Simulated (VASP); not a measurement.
# WS2 in VASP: notebook

Runs on WS2. Level: PBEsol. Tasks: single point.

All numbers are computed with VASP 6.6.1; they aren't measurements. Logs are shortened: lines on timing, memory, paths and dates and some standing lists are left out, and cuts for length are marked.

### Step 1. The cell of the first run

The cell holds a slab with vacuum, 3 atoms: a = 3.146 Å, b = 3.146 Å, c = 16.953 Å, α = 90.00°, β = 90.00°, γ = 120.00°.

### Step 2. Single point, PBEsol (atom 1 (W) moved by (+0.000, -0.100) A along x and y)

Input file INCAR:

```
ALGO = Normal
EDIFF = 1E-6
ENCUT = 520
GGA = PS
ISIF = 2
ISMEAR = 0
LASPH = True
LCHARG = False
LREAL = False
LWAVE = False
NBANDS = 20
NELM = 60
PREC = Accurate
SIGMA = 0.05
```

Input file KPOINTS:

```
k-points
0
Gamma
  12 12 2
```

Input file POSCAR:

```
WS2
1.0
    3.1457762248      0.0000000000      0.0000000000
   -1.5728881124      2.7243221253      0.0000000000
    0.0000000000      0.0000000000     16.9534210846
W S
1 2
Direct
    0.3149801439      0.6299602878      0.0000000000
    0.6666666667      0.3333333333      0.9075761491
    0.6666666667      0.3333333333      0.0924238509
```

Potentials or basis: VASP PAW PBE potentials, release 64 (W_sv, S).

Run with:

```bash
$ cat potpaw_PBE.64/W_sv/POTCAR potpaw_PBE.64/S/POTCAR > POTCAR
$ mpirun -np 1 vasp_std > vasp.out
```

OUTCAR:

```text
EDIFF = 1E-6
   ENCUT = 520
   GGA = PS
   ISIF = 2
   ISMEAR = 0
   LASPH = True
   LREAL = False
   NELM = 60
   PREC = Accurate

 ion  position               nearest neighbor table
   1  0.315  0.630  0.000-   2 2.36   3 2.36   2 2.36   3 2.36   2 2.48   3 2.48
   2  0.667  0.333  0.908-   1 2.36   1 2.36   1 2.48
   3  0.667  0.333  0.092-   1 2.36   1 2.36   1 2.48

  LATTYP: Found a hexagonal cell.
 ALAT       =     3.1457762248
 C/A-ratio  =     5.3892648024

  Lattice vectors:

 A1 = (   3.1457762248,   0.0000000000,   0.0000000000)
 A2 = (  -1.5728881124,   2.7243221253,   0.0000000000)
 A3 = (   0.0000000000,   0.0000000000,  16.9534210846)

Analysis of symmetry for initial positions (statically):
=====================================================================
 Subroutine PRICEL returns:
 Original cell was already a primitive cell.

 Routine SETGRP: Setting up the symmetry group for a
 hexagonal supercell.

 Subroutine GETGRP returns: Found  4 space group operations
 (whereof  4 operations were pure point group operations)
 out of a pool of 24 trial point group operations.

The static configuration has the point symmetry C_2v.

Analysis of symmetry for dynamics (positions and initial velocities):
=====================================================================
 Subroutine PRICEL returns:
 Original cell was already a primitive cell.

 Routine SETGRP: Setting up the symmetry group for a
 hexagonal supercell.

 Subroutine GETGRP returns: Found  4 space group operations
 (whereof  4 operations were pure point group operations)
 out of a pool of 24 trial point group operations.

The dynamic configuration has the point symmetry C_2v.

 Subroutine INISYM returns: Found  4 space group operations
 (whereof  4 operations are pure point group operations),
 and found     1 'primitive' translations

----------------------------------------------------------------------------------------

                                     Primitive cell

  volume of cell :     145.2926

  direct lattice vectors                    reciprocal lattice vectors
     3.145776225  0.000000000  0.000000000     0.317886566  0.183531894  0.000000000
    -1.572888112  2.724322125  0.000000000     0.000000000  0.367063788  0.000000000
     0.000000000  0.000000000 16.953421085     0.000000000  0.000000000  0.058985145

  length of vectors
     3.145776225  3.145776225 16.953421085     0.367063788  0.367063788  0.058985145

  position of ions in fractional coordinates (direct lattice)
     0.314980144  0.629960288  0.000000000
     0.666666667  0.333333333  0.907576149
     0.666666667  0.333333333  0.092423851

  ion indices of the primitive-cell ions
   primitive index   ion index
                 1           1
                 2           2
                 3           3

----------------------------------------------------------------------------------------

 KPOINTS: k-points

Automatic generation of k-mesh.
 Grid dimensions read from file:
 generate k-points for:   12   12    2

 Generating k-lattice:

  Cartesian coordinates                     Fractional coordinates (reciprocal lattice)
     0.026490547  0.015294325  0.000000000     0.083333333  0.000000000  0.000000000
     0.000000000  0.030588649  0.000000000     0.000000000  0.083333333  0.000000000
     0.000000000  0.000000000  0.029492572     0.000000000  0.000000000  0.500000000

  Length of vectors
     0.030588649  0.030588649  0.029492572

  Shift w.r.t. Gamma in fractional coordinates (k-lattice)
     0.000000000  0.000000000  0.000000000

 Subroutine IBZKPT returns following result:
 ===========================================

 Found     86 irreducible k-points:

 Following reciprocal coordinates:
            Coordinates               Weight
  0.000000  0.000000  0.000000      1.000000
  0.083333  0.000000  0.000000      4.000000
  0.000000  0.083333  0.000000      2.000000
  0.166667  0.000000  0.000000      4.000000
  0.000000  0.166667  0.000000      2.000000
  0.250000  0.000000  0.000000      4.000000
[... 16 lines left out ...]
 -0.083333  0.416667  0.000000      4.000000
 -0.416667  0.333333  0.000000      4.000000
 [... further k-points ...]
   k-points           NKPTS =     86   k-points in BZ     NKDIM =     86   number of bands    NBANDS=     20
   number of dos      NEDOS =    301   number of ions     NIONS =      3
   total plane-waves  NPLWV =  72576
   dimension x,y,z NGX =    24 NGY =   24 NGZ =  126
   dimension x,y,z NGXF=    48 NGYF=   48 NGZF=  252
   ions per type =               1   2
   NGX,Y,Z   is equivalent  to a cutoff of  12.68, 12.68, 12.36 a.u.
   NGXF,Y,Z  is equivalent  to a cutoff of  25.37, 25.37, 24.71 a.u.
 SYSTEM =  unknown system
   PREC   = accura    normal or accurate (medium, high low for compatibility)
   ISTART =      0    job   : 0-new  1-cont  2-samecut
   ICHARG =      2    charge: 1-file 2-atom 10-const
   ISPIN  =      1    spin polarized calculation?
   LNONCOLLINEAR =      F non collinear calculations
   LSORBIT =      F    spin-orbit coupling
   LASPH  =      T    aspherical Exc in radial PAW
   ENCUT  =  520.0 eV  38.22 Ry    6.18 a.u.   5.85  5.85 31.52*2*pi/ulx,y,z
   NELM   =     60;   NELMIN=  2; NELMDL= -5     # of ELM steps
   EDIFF  = 0.1E-05   stopping-criterion for ELM
   LREAL  =      F    real-space projection
   EDIFFG = 0.1E-04   stopping-criterion for IOM
   NSW    =      0    number of steps for IOM
   IBRION =     -1    ionic relax: 0-MD 1-quasi-New 2-CG
   NFREE  =      0    steps in history (QN), initial steepest desc. (CG)
   ISIF   =      2    stress and relaxation
   ISYM   =      2    0-nonsym 1-usesym 2-fastsym
   POTIM  = 0.5000    time-step for ionic-motion
   TEBEG  =    0.0;   TEEND  =   0.0 temperature during run
   PSTRESS=    0.0 pullay stress
   NELECT =      26.0000    total number of electrons
   NUPDOWN=      -1.0000    fix difference up-down
   EMIN   =  10.00;   EMAX   =-10.00  energy-range for DOS
   EFERMI =   0.00;   METHOD = LEGACY
   ISMEAR =     0;   SIGMA  =   0.05  broadening in eV -4-tet -1-fermi 0-gaus
   EFERMI_NEDOS =   21; number of points for ismear=-14 and -15
   IALGO  =     38    algorithm
   IMIX   =      4    mixing-type and parameters
     AMIX     =   0.40;   BMIX     =  1.00
     AMIX_MAG =   1.60;   BMIX_MAG =  1.00
  volume/ion in A,a.u.               =      48.43       326.83
  Fermi-wavevector in a.u.,A,eV,Ry     =   0.922539  1.743346 11.579622  0.851078
  Thomas-Fermi vector in A             =   2.048077
   LORBIT       =      0    0 simple, 1 ext, 2 COOP (PROOUT), +10 PAW based schemes
   GGA     = PS    functional components
   LHFCALC =     F    Hartree Fock is set to
   AEXX    =    0.0000 exact exchange contribution
   IVDW    =     0    specifies the selected vdW correction
   LEPSILON=     F    determine dielectric tensor
   LRPA    =     F    only Hartree local field effects (RPA)
 non-spin polarized calculation
 Gauss-broadening in eV      SIGMA  =   0.05
  energy-cutoff  :      520.00
  volume of cell :      145.29
 maximum number of plane-waves:      3942
   NGX = 11   NGY = 11   NGZ = 63

 number of electron      25.9999998 magnetization

 Free energy of the ion-electron system (eV)
  ---------------------------------------------------
  ext. energy  EPLUGINS =         0.00000000
  ---------------------------------------------------
  free energy    TOTEN  =       -25.14069773 eV

  energy without entropy =      -25.14069773  energy(sigma->0) =      -25.14069773

 E-fermi :  -0.7032     XC(G=0):  -4.6028

 val. band max:       -1.1225454615   @ k =   0.3333   0.3333   0.0000
 cond. band min:       0.7971610373   @ k =   0.1667   0.1667   0.5000
 fundamental gap:      1.9197064988
 Fermi energy:        -0.7032293231

 k-point     1 :       0.0000    0.0000    0.0000
  band No.  band energies     occupation
      1     -75.0483      2.00000
      2     -39.3354      2.00000
      3     -39.1466      2.00000
      4     -39.1204      2.00000
      5     -16.0398      2.00000
      6     -14.3438      2.00000
[... 12 lines left out ...]
     19       4.4033      0.00000
     20       4.6011      0.00000

 k-point     2 :       0.0833    0.0000    0.0000
  band No.  band energies     occupation
      1     -75.0469      2.00000
      2     -39.3305      2.00000
      3     -39.1702      2.00000
      4     -39.1293      2.00000
      5     -15.9163      2.00000
      6     -14.3024      2.00000
[... 12 lines left out ...]
     19       4.5469      0.00000
     20       5.0047      0.00000

 k-point     3 :       0.0000    0.0833    0.0000
  band No.  band energies     occupation
      1     -75.0469      2.00000
      2     -39.3308      2.00000
      3     -39.1526      2.00000
      4     -39.1461      2.00000
      5     -15.9228      2.00000
      6     -14.2936      2.00000
[... 12 lines left out ...]
     19       4.5404      0.00000
     20       5.0158      0.00000

 k-point     4 :       0.1667    0.0000    0.0000
  band No.  band energies     occupation
      1     -75.0432      2.00000
      2     -39.3174      2.00000
      3     -39.2399      2.00000
      4     -39.1478      2.00000
      5     -15.5640      2.00000
      6     -14.1851      2.00000
[... 12 lines left out ...]
     19       4.9591      0.00000
     20       5.7995      0.00000

 k-point     5 :       0.0000    0.1667    0.0000
  band No.  band energies     occupation
      1     -75.0433      2.00000
      2     -39.3183      2.00000
      3     -39.2156      2.00000
      4     -39.1688      2.00000
      5     -15.5904      2.00000
      6     -14.1501      2.00000
[... 12 lines left out ...]
     19       4.9372      0.00000
     20       5.8024      0.00000
[... 353 lines left out ...]
      6     -13.9117      2.00000
[... 12 lines left out ...]
     19       6.0545      0.00000
     20       6.4498      0.00000

 k-point    22 :       0.3333    0.0833    0.0000
  band No.  band energies     occupation
      1     -75.0307      2.00000
      2     -39.4612      2.00000
      3     -39.2726      2.00000
      4     -39.2197      2.00000
      5     -14.1129      2.00000
      6     -13.6982      2.00000
[... 12 lines left out ...]
     19       6.5076      0.00000
     20       6.6556      0.00000

 k-point    23 :      -0.0833    0.4167    0.0000
  band No.  band energies     occupation
      1     -75.0309      2.00000
      2     -39.4359      2.00000
      3     -39.2752      2.00000
      4     -39.2367      2.00000
      5     -14.2242      2.00000
      6     -13.5674      2.00000
[... 12 lines left out ...]
     19       6.4848      0.00000
     20       6.5866      0.00000

 k-point    24 :      -0.4167    0.3333    0.0000
  band No.  band energies     occupation
      1     -75.0307      2.00000
      2     -39.4687      2.00000
      3     -39.2718      2.00000
      4     -39.2144      2.00000
      5     -14.0894      2.00000
      6     -13.7342      2.00000
[... 12 lines left out ...]
     19       6.5222      0.00000
     20       6.5426      0.00000

 [... further k-points ...]
[... 5 lines left out ...]
  --------------------------------------------------------------------------------------
  -------------------------------------------------------------------------------------
  Total        0.9464180     -0.5785601      0.4328751      0.0000000      0.0000000      0.0000000
  in kB       10.4363816     -6.3799234      4.7734188      0.0000000      0.0000000      0.0000000
  external PRESSURE =       2.9432923 kB  Pullay stress =       0.0000000 kB

 VOLUME and BASIS-vectors are now :
 -----------------------------------------------------------------------------
  energy-cutoff  :      520.00
  volume of cell :      145.29
      direct lattice vectors                 reciprocal lattice vectors
     3.145776225  0.000000000  0.000000000     0.317886566  0.183531894  0.000000000
    -1.572888112  2.724322125  0.000000000     0.000000000  0.367063788  0.000000000
     0.000000000  0.000000000 16.953421085     0.000000000  0.000000000  0.058985145

 POSITION                                       TOTAL-FORCE (eV/Angst)
 -----------------------------------------------------------------------------------
      0.00000      1.71621      0.00000        -0.000000      2.140425      0.000000
      1.57289      0.90811     15.38652         0.000000     -1.070212     -0.147093
      1.57289      0.90811      1.56690         0.000000     -1.070212      0.147093
 -----------------------------------------------------------------------------------
    total drift:                               -0.000000      0.000075      0.000000

  FREE ENERGIE OF THE ION-ELECTRON SYSTEM (eV)
  ---------------------------------------------------
  free  energy   TOTEN  =       -25.1406977340 eV

  energy  without entropy=      -25.1406977340  energy(sigma->0) =      -25.14069773
```

Run time: 11 min. Hardware: 1 thread of AMD EPYC 7R13, shared host; peak memory 0.37 GiB.

Results:

```
Free energy            : -25.1407 eV
Largest force          : 2.140 eV/Å
Band gap on the k mesh : 1.92 eV, indirect (least direct gap 1.93 eV)
```

Forces on the atoms (eV/Å):
```
W    0.000  2.140  0.000
S    0.000 -1.070 -0.147
S    0.000 -1.070  0.147
```

Caveat: the cell differs from its parent crystal (atom 1 (W) moved by (+0.000, -0.100) A along x and y); the PAW data sets were made with another functional, which shifts forces and pressure a little; spin-orbit coupling is left out, which moves the levels of the heavy elements.

### Step 3. Single point, PBEsol (atom 1 (W) moved by (+0.000, +0.100) A along x and y)

Input file INCAR:

```
SYSTEM = WS2
  PREC = Accurate
  ENCUT = 520
  EDIFF = 1E-7
  ISMEAR = 0
  SIGMA = 0.05
  LREAL = .False.
  LASPH = .True.
  NELM = 60
  ALGO = Normal
  ISIF = 2
  LWAVE = .False.
  LCHARG = .False.
  GGA = PS
  NBANDS = 20
```

Input file KPOINTS:

```
regular mesh
0
Gamma
  12 12 2
  0 0 0
```

Changes to POSCAR since step 2:

```diff
@@ -8,3 +8,3 @@
 Direct
-    0.3149801439      0.6299602878      0.0000000000
+    0.3516865228      0.7033730455      0.0000000000
     0.6666666667      0.3333333333      0.9075761491
```

Potentials or basis: VASP PAW PBE potentials, release 64 (W_sv, S).

Run with:

```bash
$ cat potpaw_PBE.64/W_sv/POTCAR potpaw_PBE.64/S/POTCAR > POTCAR
$ mpirun -np 1 vasp_std > vasp.out
```

Wall time 11 min (1 thread of AMD EPYC 7R13, shared host); peak memory 0.37 GiB.

The run converged. Its results:

```yaml
Free_energy: -25.1371 eV
Largest_force: 2.249 eV/Å
Band_gap_on_the_k_mesh: 1.87 eV, indirect (least direct gap 1.93 eV)
```

Forces on the atoms (eV/Å):
```
W    0.000 -2.249  0.000
S    0.000  1.124 -0.158
S    0.000  1.124  0.158
```

Levels at points of the mesh, in eV from the valence-band top:
| k point | band 11 | band 12 | band 13 | band 14 | band 15 | band 16 |
| --- | --- | --- | --- | --- | --- | --- |
| (0.00, 0.00, 0.00) | -1.94 | -1.11 | -0.17 | 2.41 | 2.81 | 3.36 |
| (0.50, 0.00, 0.00) | -2.11 | -1.44 | -0.65 | 3.00 | 3.40 | 3.66 |
| (0.00, 0.50, 0.00) | -2.42 | -1.20 | -1.15 | 2.90 | 3.43 | 4.40 |
| (0.00, 0.00, 0.50) | -1.94 | -1.11 | -0.17 | 2.41 | 2.81 | 3.36 |
| (0.50, 0.00, 0.50) | -2.11 | -1.44 | -0.65 | 3.00 | 3.40 | 3.66 |
| (0.00, 0.50, 0.50) | -2.42 | -1.20 | -1.15 | 2.90 | 3.43 | 4.40 |

Caveat: the cell differs from its parent crystal (atom 1 (W) moved by (+0.000, +0.100) A along x and y); the PAW data sets were made with another functional, which shifts forces and pressure a little; spin-orbit coupling is left out, which moves the levels of the heavy elements.
